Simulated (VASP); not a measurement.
Here is a VASP 6.6.1 calculation.

The input INCAR:

```
SYSTEM = BeSe3
  ALGO = Normal
  EDIFF = 1E-6
  ENCUT = 520
  GGA = PE
  ISIF = 2
  ISMEAR = 0
  LASPH = .True.
  LCHARG = .True.
  LELF = .True.
  LREAL = .False.
  LVHAR = .True.
  LWAVE = .False.
  NBANDS = 30
  NELM = 100
  PREC = Accurate
  SIGMA = 0.1
```

KPOINTS

```
k-points
0
Gamma
  4 4 2
  0 0 0
```

POSCAR

```
BeSe3
1.0
    5.2258531142      0.0022317915      0.3836601061
    0.0024884062      5.2147279017     -0.0645376472
    0.5762497551     -0.1005734993      7.4694557477
Be Se
2 6
Direct
    0.0013474247     -0.0048232060      0.0003143105
    0.4998464409      0.4955922067      0.9998392817
    0.3023681623      0.7553687602      0.8296192206
    0.7748719610      0.2269750075      0.8302835806
    0.1984956950      0.2685064946      0.1697018533
    0.7251717819      0.7402706208      0.1696113444
    0.4311659241      1.0220462603      0.3571690124
    0.0667326100      0.4960638557      0.6434613966
```

Potentials or basis: VASP PAW PBE potentials, release 64 (Be, Se).

Command:

```bash
$ cat potpaw_PBE.64/Be/POTCAR potpaw_PBE.64/Se/POTCAR > POTCAR
$ mpirun -np 1 vasp_std > vasp.out
```

(1) Predict the largest force.

(2) What does it give for the band gap on the k mesh?

(3) Estimate the pressure.

## Answers

(1) 0.031 eV/Å.

(2) 0.66 eV.

(3) 0.1 GPa.

Caveat: the k points lie up to 0.42 Å⁻¹ apart; semilocal functionals underestimate gaps, and a narrow one can read as zero.
